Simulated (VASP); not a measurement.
# V (P6_3/mmc) in VASP: further runs

V is run at these levels: RPBE; tasks: single point.

All numbers are computed with VASP 6.6.1; they aren't measurements. Logs are shortened: lines on timing, memory, paths and dates and some standing lists are left out, and cuts for length are marked.

## (1) The cell of the first run

It takes space group P6_3/mmc (No. 194, hexagonal). Conventional cell: a = 2.566 Å, b = 2.566 Å, c = 4.583 Å, α = 90.00°, β = 90.00°, γ = 120.00°. V (site symmetry -6m2) has 12 V at 2.57 to 2.73 Å within 3.4 Å.

## (2) Single point, RPBE (volume scaled by 0.92)

INCAR reads:

```
SYSTEM = V
PREC     = Accurate       ! precision mode
ENCUT    = 520            ! plane-wave cutoff, eV
EDIFF    = 1E-7           ! SCF threshold, eV
ISMEAR   = -1             ! smearing method
SIGMA    = 0.1            ! smearing width, eV
LREAL    = .False.        ! projectors in reciprocal space
LASPH    = .True.         ! aspherical terms in the spheres
NELM     = 100            ! most SCF steps
ALGO     = Normal         ! electronic algorithm
ISIF     = 2              ! what is computed and relaxed
LWAVE    = .False.        ! write WAVECAR
LCHARG   = .False.        ! write CHGCAR
GGA      = RP             ! functional
NBANDS   = 20             ! bands
```

KPOINTS reads:

```
Automatic mesh
0
Gamma
  15 15 8
  0 0 0
```

POSCAR reads:

```
V
1.0
    2.5664167911      0.0000000000      0.0000000000
   -1.2832083955      2.2225821378      0.0000000000
    0.0000000000      0.0000000000      4.5827922079
V
2
Direct
    0.3333333333      0.6666666667      0.2500000000
    0.6666666667      0.3333333333      0.7500000000
```

Potentials or basis: VASP PAW PBE potentials, release 64 (V_sv).

Command:

```console
cat potpaw_PBE.64/V_sv/POTCAR > POTCAR
mpirun -np 1 vasp_std > vasp.out
```

OUTCAR:

```text
SYSTEM = V
   PREC = Accurate
   ENCUT = 520
   EDIFF = 1E-7
   ISMEAR = -1
   LREAL = .False.
   LASPH = .True.
   NELM = 100
   ISIF = 2
   GGA = RP

 ion  position               nearest neighbor table
   1  0.333  0.667  0.250-   2 2.73   2 2.73   2 2.73   2 2.73   2 2.73   2 2.73
   2  0.667  0.333  0.750-   1 2.73   1 2.73   1 2.73   1 2.73   1 2.73   1 2.73

  LATTYP: Found a hexagonal cell.
 ALAT       =     2.5664167911
 C/A-ratio  =     1.7856773007

  Lattice vectors:

 A1 = (   2.5664167911,   0.0000000000,   0.0000000000)
 A2 = (  -1.2832083955,   2.2225821378,   0.0000000000)
 A3 = (   0.0000000000,   0.0000000000,   4.5827922079)

Analysis of symmetry for initial positions (statically):
=====================================================================
 Subroutine PRICEL returns:
 Original cell was already a primitive cell.

 Routine SETGRP: Setting up the symmetry group for a
 hexagonal supercell.

 Subroutine GETGRP returns: Found 24 space group operations
 (whereof 12 operations were pure point group operations)
 out of a pool of 24 trial point group operations.

The static configuration has the point symmetry D_3d.
 The point group associated with its full space group is D_6h.

Analysis of symmetry for dynamics (positions and initial velocities):
=====================================================================
 Subroutine PRICEL returns:
 Original cell was already a primitive cell.

 Routine SETGRP: Setting up the symmetry group for a
 hexagonal supercell.

 Subroutine GETGRP returns: Found 24 space group operations
 (whereof 12 operations were pure point group operations)
 out of a pool of 24 trial point group operations.

The dynamic configuration has the point symmetry D_3d.
 The point group associated with its full space group is D_6h.

 Subroutine INISYM returns: Found 24 space group operations
 (whereof 12 operations are pure point group operations),
 and found     1 'primitive' translations

----------------------------------------------------------------------------------------

                                     Primitive cell

  volume of cell :      26.1406

  direct lattice vectors                    reciprocal lattice vectors
     2.566416791  0.000000000  0.000000000     0.389648323  0.224963564  0.000000000
    -1.283208395  2.222582138  0.000000000     0.000000000  0.449927129  0.000000000
     0.000000000  0.000000000  4.582792208     0.000000000  0.000000000  0.218207581

[... 80 lines left out ...]
   LASPH  =      T    aspherical Exc in radial PAW
   ENCUT  =  520.0 eV  38.22 Ry    6.18 a.u.   4.77  4.77  8.52*2*pi/ulx,y,z
   NELM   =    100;   NELMIN=  2; NELMDL= -5     # of ELM steps
   EDIFF  = 0.1E-06   stopping-criterion for ELM
   LREAL  =      F    real-space projection
   EDIFFG = 0.1E-05   stopping-criterion for IOM
   NSW    =      0    number of steps for IOM
   IBRION =     -1    ionic relax: 0-MD 1-quasi-New 2-CG
   NFREE  =      0    steps in history (QN), initial steepest desc. (CG)
   ISIF   =      2    stress and relaxation
   ISYM   =      2    0-nonsym 1-usesym 2-fastsym
   POTIM  = 0.5000    time-step for ionic-motion
   TEBEG  =    0.0;   TEEND  =   0.0 temperature during run
   PSTRESS=    0.0 pullay stress
   NELECT =      26.0000    total number of electrons
   NUPDOWN=      -1.0000    fix difference up-down
   EMIN   =  10.00;   EMAX   =-10.00  energy-range for DOS
   EFERMI =   0.00;   METHOD = LEGACY
   ISMEAR =    -1;   SIGMA  =   0.10  broadening in eV -4-tet -1-fermi 0-gaus
   EFERMI_NEDOS =   21; number of points for ismear=-14 and -15
   IALGO  =     38    algorithm
   IMIX   =      4    mixing-type and parameters
     AMIX     =   0.40;   BMIX     =  1.00
     AMIX_MAG =   1.60;   BMIX_MAG =  1.00
  volume/ion in A,a.u.               =      13.07        88.20
  Fermi-wavevector in a.u.,A,eV,Ry     =   1.634159  3.088112 36.334012  2.670475
  Thomas-Fermi vector in A             =   2.725844
   LORBIT       =      0    0 simple, 1 ext, 2 COOP (PROOUT), +10 PAW based schemes
   GGA     = RP    functional components
   LHFCALC =     F    Hartree Fock is set to
   AEXX    =    0.0000 exact exchange contribution
   IVDW    =     0    specifies the selected vdW correction
   LEPSILON=     F    determine dielectric tensor
   LRPA    =     F    only Hartree local field effects (RPA)
 non-spin polarized calculation
  energy-cutoff  :      520.00
  volume of cell :       26.14
 maximum number of plane-waves:       718
 NGX is ok and might be reduce to    20
   NGX =  9   NGY =  9   NGZ = 17

 number of electron      25.9999999 magnetization

 Free energy of the ion-electron system (eV)
  ---------------------------------------------------
  ext. energy  EPLUGINS =         0.00000000
  ---------------------------------------------------
  free energy    TOTEN  =       -16.47946730 eV

  energy without entropy =      -16.37098900  energy(sigma->0) =      -16.42522815

 E-fermi :  10.5779     XC(G=0): -12.9354

 val. band max:       10.5485058425   @ k =   0.1333   0.0667   0.1250
 cond. band min:      10.5839243979   @ k =   0.2667   0.0667   0.5000
 fundamental gap:      0.0354185554
 Fermi energy:        10.5779280375

 k-point     1 :       0.0000    0.0000    0.0000
  band No.  band energies     occupation
      1     -53.5475      2.00000
      2     -53.4028      2.00000
      3     -27.6393      2.00000
      4     -26.8414      2.00000
      5     -26.7411      2.00000
      6     -26.7411      2.00000
[... 541 lines left out ...]
     19      16.8300      0.00000
     20      18.3460      0.00000

 [... further k-points ...]

------------------------ aborting loop because EDIFF is reached ----------------------------------------

  FORCE on cell =-STRESS in cart. coord.  units (eV):
  Direction    XX          YY          ZZ          XY          YZ          ZX
  --------------------------------------------------------------------------------------
  -------------------------------------------------------------------------------------
  Total        2.6397948      2.6397948      2.6559711      0.0000000     -0.0000000     -0.0000000
  in kB      161.7951810    161.7951810    162.7866388      0.0000000     -0.0000000     -0.0000000
  external PRESSURE =     162.1256670 kB  Pullay stress =       0.0000000 kB

 VOLUME and BASIS-vectors are now :
 -----------------------------------------------------------------------------
  energy-cutoff  :      520.00
  volume of cell :       26.14
      direct lattice vectors                 reciprocal lattice vectors
     2.566416791  0.000000000  0.000000000     0.389648323  0.224963564  0.000000000
    -1.283208395  2.222582138  0.000000000     0.000000000  0.449927129  0.000000000
     0.000000000  0.000000000  4.582792208     0.000000000  0.000000000  0.218207581

 POSITION                                       TOTAL-FORCE (eV/Angst)
 -----------------------------------------------------------------------------------
     -0.00000      1.48172      1.14570        -0.000000      0.000000      0.000000
      1.28321      0.74086      3.43709         0.000000     -0.000000      0.000000
 -----------------------------------------------------------------------------------
    total drift:                               -0.000000      0.000000     -0.000000

  FREE ENERGIE OF THE ION-ELECTRON SYSTEM (eV)
  ---------------------------------------------------
  free  energy   TOTEN  =       -16.4794672991 eV

  energy  without entropy=      -16.3709889966  energy(sigma->0) =      -16.42522815
```

Run time: 25 s. Hardware: 1 thread of Intel Xeon 6975P-C (Granite Rapids), shared host; peak memory 0.17 GiB.

What came out:

- Free energy: -16.4795 eV
- Pressure: 16.2 GPa
- Band gap on the k mesh: zero (band 13 reaches 12.27 eV, above the bottom of band 14 at 9.96 eV)

Stress tensor (GPa, compression positive):
```
16.18  0.00  0.00
 0.00 16.18  0.00
 0.00  0.00 16.28
```

Caveat: the PAW data sets were made with another functional, which shifts forces and pressure a little.

## (3) Single point, RPBE (volume scaled by 0.96)

INCAR reads:

```
ALGO = Normal
EDIFF = 1E-6
ENCUT = 520
GGA = RP
ISIF = 2
ISMEAR = -1
LASPH = T
LCHARG = F
LREAL = F
LWAVE = F
NBANDS = 20
NELM = 100
PREC = Accurate
SIGMA = 0.1
```

KPOINTS reads:

```
k-points
0
Gamma
  15 15 8
```

POSCAR reads:

```
V
1.0
    2.6030848422      0.0000000000      0.0000000000
   -1.3015424211      2.2543376015      0.0000000000
    0.0000000000      0.0000000000      4.6482695143
V
2
Direct
    0.3333333333      0.6666666667      0.2500000000
    0.6666666667      0.3333333333      0.7500000000
```

Potentials or basis: VASP PAW PBE potentials, release 64 (V_sv).

Command:

```console
cat potpaw_PBE.64/V_sv/POTCAR > POTCAR
mpirun -np 1 vasp_std > vasp.out
```

It took 22 s on 1 thread of Intel Xeon 6975P-C (Granite Rapids), shared host; peak memory 0.17 GiB.

Results (log left out):

```
Free energy            : -16.5629 eV
Pressure               : 7.5 GPa
Band gap on the k mesh : zero (band 13 reaches 11.59 eV, above the bottom of band 14 at 9.42 eV)
```

Levels at points of the mesh, in eV from the Fermi level:
```csv
k point,band 10,band 11,band 12,band 13,band 14,band 15,band 16,band 17
"(0.00, 0.00, 0.00)",-3.47,-0.50,-0.11,0.31,0.31,0.66,0.66,1.80
"(0.00, 0.00, 0.50)",-5.09,-0.98,-0.98,0.34,0.34,0.34,0.34,2.53
```

Caveat: the PAW data sets were made with another functional, which shifts forces and pressure a little.

(Part 1 of 2 ends here.)
